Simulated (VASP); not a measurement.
Write the native input for VASP 6.6.1 that does the following.

```
Task                   : single point
Functional             : PBE
Potentials or basis    : VASP PAW PBE potentials, release 64 (S, Mg)
Cutoff                 : 520 eV
k mesh                 : 8 × 8 × 8
Occupations            : fermi-dirac, width 0.05 eV
Spin                   : no spin polarisation
Dipole correction      : no
Further INCAR settings : ALGO = Normal; EDIFF = 1e-06; NBANDS = 11
```

The structure of MgS lies in POSCAR:

```
MgS
1.0
    0.0000000000      2.8331200468      2.8331200468
    2.9464448487      0.0000000000      2.8331200468
    2.9464448487      2.8331200468      0.0000000000
S Mg
1 1
Direct
    0.2500000000      0.2500000000      0.2500000000
    0.0000000000      0.0000000000      0.0000000000
```

These files were run (other wordings do the same):

INCAR

```
ALGO = Normal ; EDIFF = 1E-6
ENCUT = 520 ; GGA = PE
ISIF = 2 ; ISMEAR = -1
LASPH = True ; LCHARG = True
LELF = True ; LREAL = False
LVHAR = True ; LWAVE = False
NBANDS = 11 ; NELM = 100
PREC = Accurate ; SIGMA = 0.05
```

KPOINTS

```
k-points
0
Gamma
  8 8 8
```

Potentials or basis: VASP PAW PBE potentials, release 64 (S, Mg).

Command:

```console
$ cat potpaw_PBE.64/S/POTCAR potpaw_PBE.64/Mg/POTCAR > POTCAR
$ mpirun -np 1 vasp_std > vasp.out
```

Results of the run:

- Pressure: -1.4 GPa
- Band gap on the k mesh: 3.21 eV

Wall time 65 s on 1 thread of Intel Xeon 8259CL, with other jobs on the host, peak memory 0.19 GiB.
